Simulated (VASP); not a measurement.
# ReCl (P4/nmm) in VASP: a series of runs, part 2 of 2

VASP 6.6.1.

## 4. Single point, PBE, collinear spin

This run uses another cell than the first one, of 20.97 Å³/atom.

Contents of INCAR:

```
SYSTEM = ReCl
PREC     = Accurate       ! precision mode
ENCUT    = 520            ! plane-wave cutoff, eV
EDIFF    = 1E-6           ! SCF threshold, eV
ISMEAR   = 0              ! smearing method
SIGMA    = 0.1            ! smearing width, eV
LREAL    = .False.        ! projectors in reciprocal space
LASPH    = .True.         ! aspherical terms in the spheres
NELM     = 150            ! most SCF steps
ALGO     = Normal         ! electronic algorithm
ISIF     = 2              ! what is computed and relaxed
LWAVE    = .False.        ! write WAVECAR
LCHARG   = .False.        ! write CHGCAR
ISPIN    = 2              ! spin polarisation
MAGMOM   = 1 1 0 0        ! initial moments
LORBIT   = 11             ! projections on sites
LMAXMIX  = 4              ! l up to which the mixer works
GGA      = PE             ! functional
NBANDS   = 26             ! bands
```

Contents of KPOINTS:

```
regular mesh
0
Gamma
  4 4 4
  0 0 0
```

Contents of POSCAR:

```
ReCl
1.0
    4.0490516786      0.0000000000      0.0000000000
    0.0000000000      4.0490516786      0.0000000000
    0.0000000000      0.0000000000      5.1163288874
Re Cl
2 2
Direct
    0.0000000000      0.5000000000      0.2351000000
    0.5000000000      0.0000000000      0.7649000000
    0.0000000000      0.0000000000      0.0000000000
    0.5000000000      0.5000000000      0.0000000000
```

Started as:

```bash
cat potpaw_PBE.64/Re/POTCAR potpaw_PBE.64/Cl/POTCAR > POTCAR
mpirun -np 1 vasp_std > vasp.out
```

Wall time 53 s (1 thread of Intel Xeon 6975P-C (Granite Rapids), shared host); peak memory 0.24 GiB.

It converged, with:

```
Free energy                                           : -20.0395 eV
Pressure                                              : -3.8 GPa
Largest force                                         : 1.412 eV/Å
Band gap on the k mesh                                : zero (filled and empty bands overlap)
Net moment                                            : 0.00 μB per cell
Valence electrons inside the program's atomic spheres : Re 5.69; Cl 5.01
```

Forces on the atoms (eV/Å):
```
Re   0.000  0.000  1.412
Re   0.000  0.000 -1.412
Cl   0.000  0.000  0.000
Cl   0.000  0.000  0.000
```

Stress tensor (GPa, compression positive):
```
-1.02  0.00  0.00
 0.00 -1.02  0.00
 0.00  0.00 -9.23
```

Levels at points of the mesh, in eV from the Fermi level:
Spin up:
| k point | band 12 | band 13 | band 14 | band 15 | band 16 | band 17 |
| --- | --- | --- | --- | --- | --- | --- |
| (0.00, 0.00, 0.00) | -1.09 | -0.57 | -0.22 | 0.53 | 0.53 | 1.14 |
| (0.50, 0.00, 0.00) | -1.38 | -0.92 | -0.92 | 1.07 | 1.07 | 1.74 |
| (0.50, 0.50, 0.00) | -1.84 | -0.55 | -0.55 | -0.28 | -0.28 | 1.32 |
| (0.00, 0.00, 0.50) | -0.82 | 0.34 | 0.60 | 0.60 | 0.87 | 1.84 |
| (0.50, 0.00, 0.50) | -1.15 | -1.03 | -1.03 | 0.71 | 0.71 | 1.37 |
| (0.50, 0.50, 0.50) | -1.95 | -0.84 | -0.84 | -0.30 | -0.30 | 1.28 |
Spin down:
```tsv
k point	band 10	band 11	band 12	band 13	band 14	band 15	band 16	band 17	band 18	band 19
(0.00, 0.00, 0.00)	-2.28	-1.20	-1.09	-0.57	-0.22	0.53	0.53	1.14	1.14	2.59
(0.50, 0.00, 0.00)	-2.24	-1.38	-1.38	-0.92	-0.92	1.07	1.07	1.74	1.74	2.31
(0.50, 0.50, 0.00)	-1.94	-1.84	-1.84	-0.55	-0.55	-0.28	-0.28	1.32	1.32	2.33
(0.00, 0.00, 0.50)	-1.88	-1.53	-0.82	0.34	0.60	0.60	0.87	1.84	1.84	2.37
(0.50, 0.00, 0.50)	-1.54	-1.15	-1.15	-1.03	-1.03	0.71	0.71	1.37	1.37	1.97
(0.50, 0.50, 0.50)	-2.12	-1.95	-1.95	-0.84	-0.84	-0.30	-0.30	1.28	1.28	2.99
```

Caveat: the k points lie up to 0.39 Å⁻¹ apart, too coarse for converged energies and pressures of a metal; spin-orbit coupling is left out, which moves the levels of the heavy elements; forces of over 1 eV/Å act on the atoms, so gaps and moduli don't describe the material at rest.

## 5. Single point, PBE

Contents of INCAR:

```
PREC = Accurate ; ENCUT = 520
EDIFF = 1E-6 ; ISMEAR = 0
SIGMA = 0.1 ; LREAL = F
LASPH = T ; NELM = 100
ALGO = Normal ; ISIF = 2
LWAVE = F ; LCHARG = F
GGA = PE ; NBANDS = 22
```

Contents of KPOINTS:

```
Automatic mesh
0
Gamma
  12 12 10
```

Contents of POSCAR:

```
ReCl
1.0
    3.7942112650      0.0000000000      0.0000000000
    0.0000000000      3.7942112650      0.0000000000
    0.0000000000      0.0000000000      4.4680016781
Re Cl
2 2
Direct
    0.0000000000      0.5000000000      0.3793122402
    0.5000000000      0.0000000000      0.6206877598
    0.0000000000      0.0000000000      0.0000000000
    0.5000000000      0.5000000000      0.0000000000
```

Potentials or basis: VASP PAW PBE potentials, release 64 (Re, Cl).

Started as:

```bash
cat potpaw_PBE.64/Re/POTCAR potpaw_PBE.64/Cl/POTCAR > POTCAR
mpirun -np 1 vasp_std > vasp.out
```

OUTCAR:

```text
PREC = Accurate
   ENCUT = 520
   EDIFF = 1E-6
   ISMEAR = 0
   LREAL = F
   LASPH = T
   NELM = 100
   ISIF = 2
   GGA = PE

 ion  position               nearest neighbor table
   1  0.000  0.500  0.379-   3 2.54   4 2.54   3 2.54   4 2.54   2 2.89   2 2.89   2 2.89   2 2.89

   2  0.500  0.000  0.621-   3 2.54   4 2.54   4 2.54   3 2.54   1 2.89   1 2.89   1 2.89   1 2.89

   3  0.000  0.000  0.000-   1 2.54   2 2.54   1 2.54   2 2.54
   4  0.500  0.500  0.000-   1 2.54   2 2.54   2 2.54   1 2.54

  LATTYP: Found a simple tetragonal cell.
 ALAT       =     3.7942112650
 C/A-ratio  =     1.1775837891

  Lattice vectors:

 A1 = (   3.7942112650,   0.0000000000,   0.0000000000)
 A2 = (   0.0000000000,   3.7942112650,   0.0000000000)
 A3 = (   0.0000000000,   0.0000000000,   4.4680016781)

Analysis of symmetry for initial positions (statically):
=====================================================================
 Subroutine PRICEL returns:
 Original cell was already a primitive cell.

 Routine SETGRP: Setting up the symmetry group for a
 simple tetragonal supercell.

 Subroutine GETGRP returns: Found 16 space group operations
 (whereof  8 operations were pure point group operations)
 out of a pool of 16 trial point group operations.

The static configuration has the point symmetry D_2d.
 The point group associated with its full space group is D_4h.

Analysis of symmetry for dynamics (positions and initial velocities):
=====================================================================
 Subroutine PRICEL returns:
 Original cell was already a primitive cell.

 Routine SETGRP: Setting up the symmetry group for a
 simple tetragonal supercell.

 Subroutine GETGRP returns: Found 16 space group operations
 (whereof  8 operations were pure point group operations)
 out of a pool of 16 trial point group operations.

The dynamic configuration has the point symmetry D_2d.
 The point group associated with its full space group is D_4h.

 Subroutine INISYM returns: Found 16 space group operations
 (whereof  8 operations are pure point group operations),
 and found     1 'primitive' translations

----------------------------------------------------------------------------------------

                                     Primitive cell

  volume of cell :      64.3215

  direct lattice vectors                    reciprocal lattice vectors
     3.794211265  0.000000000  0.000000000     0.263559388  0.000000000  0.000000000
     0.000000000  3.794211265  0.000000000     0.000000000  0.263559388  0.000000000
     0.000000000  0.000000000  4.468001678     0.000000000  0.000000000  0.223813703

  length of vectors
     3.794211265  3.794211265  4.468001678     0.263559388  0.263559388  0.223813703

  position of ions in fractional coordinates (direct lattice)
     0.000000000  0.500000000  0.379312240
     0.500000000  0.000000000  0.620687760
     0.000000000  0.000000000  0.000000000
     0.500000000  0.500000000  0.000000000

  ion indices of the primitive-cell ions
   primitive index   ion index
                 1           1
                 2           2
                 3           3
                 4           4

----------------------------------------------------------------------------------------

 KPOINTS: Automatic mesh

Automatic generation of k-mesh.
 Grid dimensions read from file:
 generate k-points for:   12   12   10

 Generating k-lattice:

  Cartesian coordinates                     Fractional coordinates (reciprocal lattice)
     0.021963282  0.000000000  0.000000000     0.083333333  0.000000000  0.000000000
     0.000000000  0.021963282  0.000000000     0.000000000  0.083333333  0.000000000
     0.000000000  0.000000000  0.022381370     0.000000000  0.000000000  0.100000000

  Length of vectors
     0.021963282  0.021963282  0.022381370

  Shift w.r.t. Gamma in fractional coordinates (k-lattice)
     0.000000000  0.000000000  0.000000000

 Subroutine IBZKPT returns following result:
 ===========================================

 Found    168 irreducible k-points:

 Following reciprocal coordinates:
            Coordinates               Weight
  0.000000  0.000000  0.000000      1.000000
  0.083333  0.000000  0.000000      4.000000
  0.166667  0.000000  0.000000      4.000000
  0.250000  0.000000  0.000000      4.000000
  0.333333  0.000000  0.000000      4.000000
  0.416667  0.000000  0.000000      4.000000
[... 16 lines left out ...]
  0.333333  0.333333  0.000000      4.000000
  0.416667  0.333333  0.000000      8.000000
 [... further k-points ...]
   k-points           NKPTS =    168   k-points in BZ     NKDIM =    168   number of bands    NBANDS=     22
   number of dos      NEDOS =    301   number of ions     NIONS =      4
   total plane-waves  NPLWV =  28224
   dimension x,y,z NGX =    28 NGY =   28 NGZ =   36
   dimension x,y,z NGXF=    56 NGYF=   56 NGZF=   72
   ions per type =               2   2
   NGX,Y,Z   is equivalent  to a cutoff of  12.27, 12.27, 13.39 a.u.
   NGXF,Y,Z  is equivalent  to a cutoff of  24.54, 24.54, 26.79 a.u.
 SYSTEM =  unknown system
   PREC   = accura    normal or accurate (medium, high low for compatibility)
   ISTART =      0    job   : 0-new  1-cont  2-samecut
   ICHARG =      2    charge: 1-file 2-atom 10-const
   ISPIN  =      1    spin polarized calculation?
   LNONCOLLINEAR =      F non collinear calculations
   LSORBIT =      F    spin-orbit coupling
   LASPH  =      T    aspherical Exc in radial PAW
   ENCUT  =  520.0 eV  38.22 Ry    6.18 a.u.   7.05  7.05  8.31*2*pi/ulx,y,z
   NELM   =    100;   NELMIN=  2; NELMDL= -5     # of ELM steps
   EDIFF  = 0.1E-05   stopping-criterion for ELM
   LREAL  =      F    real-space projection
   EDIFFG = 0.1E-04   stopping-criterion for IOM
   NSW    =      0    number of steps for IOM
   IBRION =     -1    ionic relax: 0-MD 1-quasi-New 2-CG
   NFREE  =      0    steps in history (QN), initial steepest desc. (CG)
   ISIF   =      2    stress and relaxation
   ISYM   =      2    0-nonsym 1-usesym 2-fastsym
   POTIM  = 0.5000    time-step for ionic-motion
   TEBEG  =    0.0;   TEEND  =   0.0 temperature during run
   PSTRESS=    0.0 pullay stress
   NELECT =      28.0000    total number of electrons
   NUPDOWN=      -1.0000    fix difference up-down
   EMIN   =  10.00;   EMAX   =-10.00  energy-range for DOS
   EFERMI =   0.00;   METHOD = LEGACY
   ISMEAR =     0;   SIGMA  =   0.10  broadening in eV -4-tet -1-fermi 0-gaus
   EFERMI_NEDOS =   21; number of points for ismear=-14 and -15
   IALGO  =     38    algorithm
   IMIX   =      4    mixing-type and parameters
     AMIX     =   0.40;   BMIX     =  1.00
     AMIX_MAG =   1.60;   BMIX_MAG =  1.00
  volume/ion in A,a.u.               =      16.08       108.52
  Fermi-wavevector in a.u.,A,eV,Ry     =   1.240725  2.344630 20.944775  1.539398
  Thomas-Fermi vector in A             =   2.375153
   LORBIT       =      0    0 simple, 1 ext, 2 COOP (PROOUT), +10 PAW based schemes
   GGA     = PE    functional components
   LHFCALC =     F    Hartree Fock is set to
   AEXX    =    0.0000 exact exchange contribution
   IVDW    =     0    specifies the selected vdW correction
   LEPSILON=     F    determine dielectric tensor
   LRPA    =     F    only Hartree local field effects (RPA)
 non-spin polarized calculation
 Gauss-broadening in eV      SIGMA  =   0.10
  energy-cutoff  :      520.00
  volume of cell :       64.32
 maximum number of plane-waves:      1756
   NGX = 15   NGY = 15   NGZ = 17

 number of electron      28.0000004 magnetization

 Free energy of the ion-electron system (eV)
  ---------------------------------------------------
  ext. energy  EPLUGINS =         0.00000000
  ---------------------------------------------------
  free energy    TOTEN  =       -22.92745526 eV

  energy without entropy =      -22.90924332  energy(sigma->0) =      -22.91834929

 E-fermi :   7.8177     XC(G=0): -12.0987

 val. band max:        7.8122803118   @ k =   0.5000   0.4167   0.5000
 cond. band min:       7.8193287952   @ k =   0.2500   0.0833   0.1000
 fundamental gap:      0.0070484835
 Fermi energy:         7.8177187390

 k-point     1 :       0.0000    0.0000    0.0000
  band No.  band energies     occupation
      1     -11.8270      2.00000
      2      -8.4609      2.00000
      3      -0.3937      2.00000
      4      -0.3937      2.00000
      5      -0.1458      2.00000
      6       2.0815      2.00000
[... 574 lines left out ...]
      6       0.7411      2.00000
[... 14 lines left out ...]
     21      12.5617      0.00000
     22      12.8208      0.00000

 [... further k-points ...]
[... 5 lines left out ...]
  --------------------------------------------------------------------------------------
  -------------------------------------------------------------------------------------
  Total        0.0388707      0.0388707      0.0684474      0.0000000      0.0000000      0.0000000
  in kB        0.9682265      0.9682265      1.7049479      0.0000000      0.0000000      0.0000000
  external PRESSURE =       1.2138003 kB  Pullay stress =       0.0000000 kB

 VOLUME and BASIS-vectors are now :
 -----------------------------------------------------------------------------
  energy-cutoff  :      520.00
  volume of cell :       64.32
      direct lattice vectors                 reciprocal lattice vectors
     3.794211265  0.000000000  0.000000000     0.263559388  0.000000000  0.000000000
     0.000000000  3.794211265  0.000000000     0.000000000  0.263559388  0.000000000
     0.000000000  0.000000000  4.468001678     0.000000000  0.000000000  0.223813703

 POSITION                                       TOTAL-FORCE (eV/Angst)
 -----------------------------------------------------------------------------------
      0.00000      1.89711      1.69477         0.000000      0.000000      0.068517
      1.89711      0.00000      2.77323        -0.000000      0.000000     -0.068517
      0.00000      0.00000      0.00000        -0.000000     -0.000000      0.000000
      1.89711      1.89711      0.00000        -0.000000      0.000000      0.000000
 -----------------------------------------------------------------------------------
    total drift:                                0.000000      0.000000      0.000000

  FREE ENERGIE OF THE ION-ELECTRON SYSTEM (eV)
  ---------------------------------------------------
  free  energy   TOTEN  =       -22.9274552579 eV

  energy  without entropy=      -22.9092433190  energy(sigma->0) =      -22.91834929
```

OSZICAR:

```text
N       E                     dE             d eps       ncg     rms          rms(c)
DAV:   1     0.118821259661E+03    0.11882E+03   -0.13194E+04 14752   0.140E+03
DAV:   2    -0.158236350702E+02   -0.13464E+03   -0.12436E+03 14074   0.329E+02
DAV:   3    -0.239687195080E+02   -0.81451E+01   -0.78254E+01 13476   0.781E+01
DAV:   4    -0.241265421581E+02   -0.15782E+00   -0.15580E+00 12830   0.121E+01
DAV:   5    -0.241315170626E+02   -0.49749E-02   -0.49716E-02 12470   0.312E+00    0.334E+01
DAV:   6    -0.231090900735E+02    0.10224E+01   -0.23970E+00 14584   0.324E+01    0.151E+01
DAV:   7    -0.229438797729E+02    0.16521E+00   -0.46034E-01 12436   0.586E+00    0.479E+00
DAV:   8    -0.229296134087E+02    0.14266E-01   -0.77642E-02 14118   0.544E+00    0.163E+00
DAV:   9    -0.229278680378E+02    0.17454E-02   -0.12086E-02 12472   0.107E+00    0.499E-01
DAV:  10    -0.229274411638E+02    0.42687E-03   -0.10872E-03 14148   0.654E-01    0.565E-02
DAV:  11    -0.229274557013E+02   -0.14537E-04   -0.70743E-05 11016   0.643E-02    0.956E-03
DAV:  12    -0.229274552579E+02    0.44335E-06   -0.12452E-06  6848   0.235E-02
   1 F= -.22927455E+02 E0= -.22918349E+02  d E =-.182119E-01
```

Run time: 80 s. Hardware: 1 thread of Intel Xeon 6975P-C (Granite Rapids), shared host; peak memory 0.33 GiB.

Results:

```yaml
Free_energy: -22.9275 eV
Pressure: 0.1 GPa
Largest_force: 0.069 eV/Å
Band_gap_on_the_k_mesh: zero (bands 14 and 15 overlap by 1.23 eV)
```

Forces in eV/Å, atoms in the order of the input:
```
Re   0.000  0.000  0.069
Re   0.000  0.000 -0.069
Cl   0.000  0.000  0.000
Cl   0.000  0.000  0.000
```

Caveat: spin-orbit coupling is left out, which moves the levels of the heavy elements.

## 6. Summary

```tsv
task	spin	cell	k mesh	cutoff (eV)	gap on the mesh (eV)	pressure (GPa)	largest force (eV/Å)
single point	off	a = 3.802, b = 3.802, c = 4.443 Å, 4 atoms, atomic positions A	4 × 4 × 4	520	none	0.0	0.09
relaxation of cell and atoms	off	relaxed from a = 4.049, b = 4.049, c = 5.116 Å, 4 atoms, atomic positions B	4 × 4 × 4	600	none	0.0	0.01
single point	collinear	a = 4.049, b = 4.049, c = 5.116 Å, 4 atoms, atomic positions B	4 × 4 × 4	520	none	-3.8	1.41
single point	off	a = 3.794, b = 3.794, c = 4.468 Å, 4 atoms, atomic positions C	12 × 12 × 10	520	none	0.1	0.07
```

Alike in all rows: level PBE; potentials or basis VASP PAW PBE potentials, release 64 (Re, Cl); smearing gaussian 0.1 eV.

Caveats: some runs use coarse meshes; spin-orbit coupling is left out, which moves the levels of the heavy elements; the volume moved by over 15 % at a fixed basis, so the end points are rough (at least some runs); forces of over 1 eV/Å act on the atoms, so gaps and moduli don't describe the material at rest (at least some runs).

Absolute energies hang on the potentials; compare differences alone.

The gap in the log of VASP goes by the Fermi energy; the results here count the filled bands.